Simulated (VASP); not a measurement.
Input of a VASP 6.6.1 run:

INCAR

```
ALGO = Normal
EDIFF = 1E-7
ENCUT = 520
GGA = PE
ISIF = 2
ISMEAR = 0
IVDW = 12
LASPH = T
LCHARG = F
LREAL = F
LWAVE = F
NBANDS = 19
NELM = 80
PREC = Accurate
SIGMA = 0.1
```

KPOINTS

```
k-points
0
Gamma
  15 15 8
```

File POSCAR:

```
Zr
1.0
    3.1832304468      0.0000000000      0.0000000000
   -1.5916152234      2.7567584331      0.0000000000
    0.0000000000      0.0000000000      5.1151084594
Zr
2
Direct
    0.3333333333      0.6666666667      0.2500000000
    0.6666666667      0.3333333333      0.7500000000
```

Potentials or basis: VASP PAW PBE potentials, release 64 (Zr_sv).

Launch:

```sh
$ cat potpaw_PBE.64/Zr_sv/POTCAR > POTCAR
$ mpirun -np 1 vasp_std > vasp.out
```

(1) Estimate the dispersion energy per atom.

(2) Estimate the pressure.

(3) Estimate the band gap on the k mesh.

Results:

(1) -0.549 eV.

(2) 0.0 GPa.

(3) zero (bands 12 and 13 overlap by 1.30 eV).
